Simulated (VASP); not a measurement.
Set up this calculation in VASP 6.6.1, as the native input.

| Quantity | Value |
| --- | --- |
| Task | single point |
| Functional | PBE |
| Potentials or basis | VASP PAW PBE potentials, release 64 (Ta_pv, N) |
| Cutoff | 600 eV |
| k mesh | 6 × 6 × 6 |
| Occupations | gaussian, width 0.1 eV |
| Spin | no spin polarisation |
| Dipole correction | no |
| Further INCAR settings | ALGO = Normal; EDIFF = 1e-06; NBANDS = 15 |

The structure of TaN lies in POSCAR:

```
TaN
1.0
    0.0000000000      2.2098228745      2.2098228745
    2.2098228745      0.0000000000      2.2098228745
    2.2098228745      2.2098228745      0.0000000000
Ta N
1 1
Direct
    0.5000000000      0.5000000000      0.5000000000
    0.0000000000      0.0000000000      0.0000000000
```

These files were run (other wordings do the same):

INCAR

```
SYSTEM = TaN
PREC = Accurate
ENCUT = 600
EDIFF = 1E-6
ISMEAR = 0
SIGMA = 0.1
LREAL = .FALSE.
LASPH = .TRUE.
NELM = 120
ALGO = Normal
ISIF = 2
LWAVE = .FALSE.
LCHARG = .FALSE.
GGA = PE
NBANDS = 15
GGA_COMPAT = .FALSE.
```

KPOINTS

```
Automatic mesh
0
G
  6 6 6
  0 0 0
```

Potentials or basis: VASP PAW PBE potentials, release 64 (Ta_pv, N).

Command:

```bash
$ cat potpaw_PBE.64/Ta_pv/POTCAR potpaw_PBE.64/N/POTCAR > POTCAR
$ mpirun -np 1 vasp_std > vasp.out
```

It gave:

| Item | Value |
| --- | --- |
| Pressure | 0.6 GPa |
| Band gap on the k mesh | zero (band 8 reaches 11.23 eV, above the bottom of band 9 at 7.31 eV) |

Caveat: the k points lie up to 0.41 Å⁻¹ apart; spin-orbit coupling is left out, which moves the levels of the heavy elements.

Wall time 11 s on 1 thread of AMD EPYC 7R13, with other jobs on the host, peak memory 0.13 GiB.
